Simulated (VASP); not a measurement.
# SiC (Moissanite 3C) (F-43m) in VASP: further runs

SiC (Moissanite 3C) is run at these levels: r2SCAN; tasks: single point.

Program: VASP 6.6.1. These are calculated values, not measurements. Logs are shortened: lines on timing, memory, paths and dates and some standing lists are left out, and cuts for length are marked.

### Step 1. The cell of the first run

The structure is cubic, space group F-43m (No. 216). The conventional cell has a = 3.904 Å, b = 3.904 Å, c = 3.904 Å, α = 90.00°, β = 90.00°, γ = 90.00°. Si (site symmetry -43m) has 4 C at 1.69 Å within 2.2 Å. C (site symmetry -43m) has 4 Si at 1.69 Å within 2.2 Å.

### Step 2. Single point, r2SCAN (volume scaled by 0.720)

Input file POSCAR:

```
SiC
1.0
    0.0000000000      1.9522256326      1.9522256326
    1.9522256326      0.0000000000      1.9522256326
    1.9522256326      1.9522256326      0.0000000000
Si C
1 1
Direct
    0.0000000000      0.0000000000      0.0000000000
    0.2500000000      0.2500000000      0.2500000000
```

Input file INCAR.step1:

```
ALGO = Normal ; EDIFF = 1E-4
ENCUT = 520 ; GGA = PE
ISMEAR = 0 ; LASPH = True
LCHARG = False ; LREAL = False
LWAVE = True ; NBANDS = 11
NELM = 60 ; PREC = Accurate
SIGMA = 0.05
```

Input file INCAR.step2:

```
ALGO = Normal ; EDIFF = 1E-6
ENCUT = 520 ; ISIF = 2
ISMEAR = 0 ; ISTART = 1
LASPH = True ; LCHARG = False
LMIXTAU = True ; LREAL = False
LWAVE = False ; METAGGA = R2SCAN
NBANDS = 11 ; NELM = 60
PREC = Accurate ; SIGMA = 0.05
```

Input file KPOINTS:

```
k-points
0
Gamma
  10 10 10
```

Potentials or basis: VASP PAW PBE potentials, release 64 (Si, C).

Launch:

```console
$ cat potpaw_PBE.64/Si/POTCAR potpaw_PBE.64/C/POTCAR > POTCAR
$ cp INCAR.step1 INCAR
$ mpirun -np 1 vasp_std > vasp.out
$ cp INCAR.step2 INCAR
$ mpirun -np 1 vasp_std > vasp.out
```

OUTCAR:

```text
EDIFF = 1E-6
   ENCUT = 520
   ISIF = 2
   ISMEAR = 0
   ISTART = 1
   LASPH = True
   LREAL = False
   METAGGA = R2SCAN
   NELM = 60
   PREC = Accurate

 ion  position               nearest neighbor table
   1  0.000  0.000  0.000-   2 1.69   2 1.69   2 1.69   2 1.69
   2  0.250  0.250  0.250-   1 1.69   1 1.69   1 1.69   1 1.69

  LATTYP: Found a face centered cubic cell.
 ALAT       =     3.9044512652

  Lattice vectors:

 A1 = (   0.0000000000,   1.9522256326,   1.9522256326)
 A2 = (   1.9522256326,   0.0000000000,   1.9522256326)
 A3 = (   1.9522256326,   1.9522256326,   0.0000000000)

Analysis of symmetry for initial positions (statically):
=====================================================================
 Subroutine PRICEL returns:
 Original cell was already a primitive cell.

 Routine SETGRP: Setting up the symmetry group for a
 face centered cubic supercell.

 Subroutine GETGRP returns: Found 24 space group operations
 (whereof 24 operations were pure point group operations)
 out of a pool of 48 trial point group operations.

The static configuration has the point symmetry T_d .

Analysis of symmetry for dynamics (positions and initial velocities):
=====================================================================
 Subroutine PRICEL returns:
 Original cell was already a primitive cell.

 Routine SETGRP: Setting up the symmetry group for a
 face centered cubic supercell.

 Subroutine GETGRP returns: Found 24 space group operations
 (whereof 24 operations were pure point group operations)
 out of a pool of 48 trial point group operations.

The dynamic configuration has the point symmetry T_d .

 Subroutine INISYM returns: Found 24 space group operations
 (whereof 24 operations are pure point group operations),
 and found     1 'primitive' translations

----------------------------------------------------------------------------------------

                                     Primitive cell

  volume of cell :      14.8806

  direct lattice vectors                    reciprocal lattice vectors
     0.000000000  1.952225633  1.952225633    -0.256117936  0.256117936  0.256117936
     1.952225633  0.000000000  1.952225633     0.256117936 -0.256117936  0.256117936
     1.952225633  1.952225633  0.000000000     0.256117936  0.256117936 -0.256117936

  length of vectors
     2.760863966  2.760863966  2.760863966     0.443609278  0.443609278  0.443609278

  position of ions in fractional coordinates (direct lattice)
     0.000000000  0.000000000  0.000000000
     0.250000000  0.250000000  0.250000000

  ion indices of the primitive-cell ions
   primitive index   ion index
                 1           1
                 2           2

----------------------------------------------------------------------------------------

 KPOINTS: k-points

Automatic generation of k-mesh.
 Grid dimensions read from file:
 generate k-points for:   10   10   10

 Generating k-lattice:

  Cartesian coordinates                     Fractional coordinates (reciprocal lattice)
    -0.025611794  0.025611794  0.025611794     0.100000000  0.000000000  0.000000000
     0.025611794 -0.025611794  0.025611794     0.000000000  0.100000000  0.000000000
     0.025611794  0.025611794 -0.025611794     0.000000000  0.000000000  0.100000000

  Length of vectors
     0.044360928  0.044360928  0.044360928

  Shift w.r.t. Gamma in fractional coordinates (k-lattice)
     0.000000000  0.000000000  0.000000000

 Subroutine IBZKPT returns following result:
 ===========================================

 Found     47 irreducible k-points:

 Following reciprocal coordinates:
            Coordinates               Weight
  0.000000  0.000000  0.000000      1.000000
  0.100000  0.000000  0.000000      8.000000
  0.200000  0.000000  0.000000      8.000000
  0.300000  0.000000  0.000000      8.000000
  0.400000  0.000000  0.000000      8.000000
  0.500000  0.000000  0.000000      4.000000
[... 16 lines left out ...]
  0.300000  0.300000  0.000000      6.000000
  0.400000  0.300000  0.000000     24.000000
 [... further k-points ...]
   k-points           NKPTS =     47   k-points in BZ     NKDIM =     47   number of bands    NBANDS=     11
   number of dos      NEDOS =    301   number of ions     NIONS =      2
   total plane-waves  NPLWV =  13824
   dimension x,y,z NGX =    24 NGY =   24 NGZ =   24
   dimension x,y,z NGXF=    48 NGYF=   48 NGZF=   48
   ions per type =               1   1
   NGX,Y,Z   is equivalent  to a cutoff of  14.45, 14.45, 14.45 a.u.
   NGXF,Y,Z  is equivalent  to a cutoff of  28.90, 28.90, 28.90 a.u.
 SYSTEM =  unknown system
   PREC   = accura    normal or accurate (medium, high low for compatibility)
   ISTART =      1    job   : 0-new  1-cont  2-samecut
   ICHARG =      0    charge: 1-file 2-atom 10-const
   ISPIN  =      1    spin polarized calculation?
   LNONCOLLINEAR =      F non collinear calculations
   LSORBIT =      F    spin-orbit coupling
   LASPH  =      T    aspherical Exc in radial PAW
   ENCUT  =  520.0 eV  38.22 Ry    6.18 a.u.   5.13  5.13  5.13*2*pi/ulx,y,z
   NELM   =     60;   NELMIN=  2; NELMDL=  0     # of ELM steps
   EDIFF  = 0.1E-05   stopping-criterion for ELM
   LREAL  =      F    real-space projection
   EDIFFG = 0.1E-04   stopping-criterion for IOM
   NSW    =      0    number of steps for IOM
   IBRION =     -1    ionic relax: 0-MD 1-quasi-New 2-CG
   NFREE  =      0    steps in history (QN), initial steepest desc. (CG)
   ISIF   =      2    stress and relaxation
   ISYM   =      2    0-nonsym 1-usesym 2-fastsym
   POTIM  = 0.5000    time-step for ionic-motion
   TEBEG  =    0.0;   TEEND  =   0.0 temperature during run
   PSTRESS=    0.0 pullay stress
   NELECT =       8.0000    total number of electrons
   NUPDOWN=      -1.0000    fix difference up-down
   EMIN   =  10.00;   EMAX   =-10.00  energy-range for DOS
   EFERMI =   0.00;   METHOD = LEGACY
   ISMEAR =     0;   SIGMA  =   0.05  broadening in eV -4-tet -1-fermi 0-gaus
   EFERMI_NEDOS =   21; number of points for ismear=-14 and -15
   IALGO  =     38    algorithm
   IMIX   =      4    mixing-type and parameters
     AMIX     =   0.40;   BMIX     =  1.00
     AMIX_MAG =   1.60;   BMIX_MAG =  1.00
  volume/ion in A,a.u.               =       7.44        50.21
  Fermi-wavevector in a.u.,A,eV,Ry     =   1.331164  2.515535 24.109482  1.771997
  Thomas-Fermi vector in A             =   2.460196
   LORBIT       =      0    0 simple, 1 ext, 2 COOP (PROOUT), +10 PAW based schemes
   METAGGA = R2SCAN    functional components
   LHFCALC =     F    Hartree Fock is set to
   AEXX    =    0.0000 exact exchange contribution
   IVDW    =     0    specifies the selected vdW correction
   LEPSILON=     F    determine dielectric tensor
   LRPA    =     F    only Hartree local field effects (RPA)
 non-spin polarized calculation
 Gauss-broadening in eV      SIGMA  =   0.05
  energy-cutoff  :      520.00
  volume of cell :       14.88
 maximum number of plane-waves:       411
 NGX is ok and might be reduce to    24
   NGX = 11   NGY = 11   NGZ = 11

 number of electron       8.0000000 magnetization

 Free energy of the ion-electron system (eV)
  ---------------------------------------------------
  ext. energy  EPLUGINS =         0.00000000
  ---------------------------------------------------
  free energy    TOTEN  =       -17.41216576 eV

  energy without entropy =      -17.41216576  energy(sigma->0) =      -17.41216576

 E-fermi :  12.3647     XC(G=0): -13.4823

 val. band max:       12.0997163633   @ k =   0.0000   0.0000   0.0000
 cond. band min:      13.5443995538   @ k =   0.5000   0.5000   0.0000
 fundamental gap:      1.4446831905
 Fermi energy:        12.3646908147

 k-point     1 :       0.0000    0.0000    0.0000
  band No.  band energies     occupation
      1      -6.9321      2.00000
      2      12.0997      2.00000
      3      12.0997      2.00000
      4      12.0997      2.00000
      5      22.8572      0.00000
      6      22.8572      0.00000
      7      22.8572      0.00000
      8      23.2552      0.00000
      9      29.5937      0.00000
     10      29.5937      0.00000
     11      33.6549      0.00000

 k-point     2 :       0.1000    0.0000    0.0000
  band No.  band energies     occupation
      1      -6.6722      2.00000
      2      10.9806      2.00000
      3      11.9599      2.00000
      4      11.9599      2.00000
      5      22.5831      0.00000
      6      23.1705      0.00000
      7      23.1705      0.00000
      8      24.0834      0.00000
      9      28.3491      0.00000
     10      28.3491      0.00000
     11      32.7041      0.00000

 k-point     3 :       0.2000    0.0000    0.0000
  band No.  band energies     occupation
      1      -5.9013      2.00000
      2       8.4428      2.00000
      3      11.6343      2.00000
      4      11.6343      2.00000
      5      22.1772      0.00000
      6      23.3651      0.00000
      7      23.3651      0.00000
      8      25.2963      0.00000
      9      27.6785      0.00000
     10      27.6785      0.00000
     11      32.0020      0.00000

 k-point     4 :       0.3000    0.0000    0.0000
  band No.  band energies     occupation
      1      -4.6544      2.00000
      2       5.5240      2.00000
      3      11.2943      2.00000
      4      11.2943      2.00000
      5      21.8275      0.00000
      6      22.5655      0.00000
      7      22.5655      0.00000
      8      25.6387      0.00000
      9      29.3137      0.00000
     10      29.3137      0.00000
     11      32.6306      0.00000
[... 239 lines left out ...]
 k-point    22 :      -0.2000    0.2000    0.0000
  band No.  band energies     occupation
      1      -4.2410      2.00000
      2       6.4749      2.00000
      3       8.1827      2.00000
      4      11.4754      2.00000
      5      20.9949      0.00000
      6      23.4950      0.00000
      7      23.7955      0.00000
      8      25.7968      0.00000
      9      26.2299      0.00000
     10      32.8065      0.00000
     11      36.3695      0.00000

 k-point    23 :       0.3000    0.3000    0.0000
  band No.  band energies     occupation
      1      -3.8984      2.00000
      2       7.3798      2.00000
      3       9.1912      2.00000
      4       9.1912      2.00000
      5      16.3109      0.00000
      6      19.8261      0.00000
      7      28.3653      0.00000
      8      28.3653      0.00000
      9      30.4011      0.00000
     10      33.0788      0.00000
     11      39.4819      0.00000

 k-point    24 :       0.4000    0.3000    0.0000
  band No.  band energies     occupation
      1      -2.7184      2.00000
      2       5.8026      2.00000
      3       8.2042      2.00000
      4       8.8692      2.00000
      5      15.6938      0.00000
      6      19.9752      0.00000
      7      28.5131      0.00000
      8      28.8513      0.00000
      9      31.7943      0.00000
     10      34.8636      0.00000
     11      39.8617      0.00000

 [... further k-points ...]

------------------------ aborting loop because EDIFF is reached ----------------------------------------

  FORCE on cell =-STRESS in cart. coord.  units (eV):
  Direction    XX          YY          ZZ          XY          YZ          ZX
  --------------------------------------------------------------------------------------
  -------------------------------------------------------------------------------------
  Total       12.7704971     12.7704971     12.7704971     -0.0000000     -0.0000000      0.0000000
  in kB     1374.9862555   1374.9862555   1374.9862555     -0.0000000     -0.0000000      0.0000000
  external PRESSURE =    1374.9862555 kB  Pullay stress =       0.0000000 kB

 VOLUME and BASIS-vectors are now :
 -----------------------------------------------------------------------------
  energy-cutoff  :      520.00
  volume of cell :       14.88
      direct lattice vectors                 reciprocal lattice vectors
     0.000000000  1.952225633  1.952225633    -0.256117936  0.256117936  0.256117936
     1.952225633  0.000000000  1.952225633     0.256117936 -0.256117936  0.256117936
     1.952225633  1.952225633  0.000000000     0.256117936  0.256117936 -0.256117936

 POSITION                                       TOTAL-FORCE (eV/Angst)
 -----------------------------------------------------------------------------------
      0.00000      0.00000      0.00000        -0.000000     -0.000000      0.000000
      0.97611      0.97611      0.97611         0.000000      0.000000     -0.000000
 -----------------------------------------------------------------------------------
    total drift:                               -0.000000     -0.000000     -0.000000

  FREE ENERGIE OF THE ION-ELECTRON SYSTEM (eV)
  ---------------------------------------------------
  free  energy   TOTEN  =       -17.4121657631 eV

  energy  without entropy=      -17.4121657631  energy(sigma->0) =      -17.41216576
```

It took 14 s on 1 thread of Intel Xeon 6975P-C (Granite Rapids), shared host; peak memory 0.13 GiB.

Results:

```yaml
Free_energy: -17.4122 eV
Pressure: 137.5 GPa
Band_gap_on_the_k_mesh: 1.44 eV, indirect (least direct gap 5.39 eV)
```

Levels at points of the mesh, in eV from the valence-band top:
```
           k point  band 2  band 3  band 4  band 5  band 6  band 7
(0.00, 0.00, 0.00)    0.00    0.00    0.00   10.76   10.76   10.76
(0.50, 0.00, 0.00)  -10.84   -1.13   -1.13    9.35    9.35    9.48
(0.50, 0.50, 0.00)   -9.29   -3.94   -3.94    1.44    6.34   19.55
```

Caveat: the PAW data sets were made with another functional, which shifts forces and pressure a little. A k mesh can miss the band edges.

(Continued in part 2 of 2.)
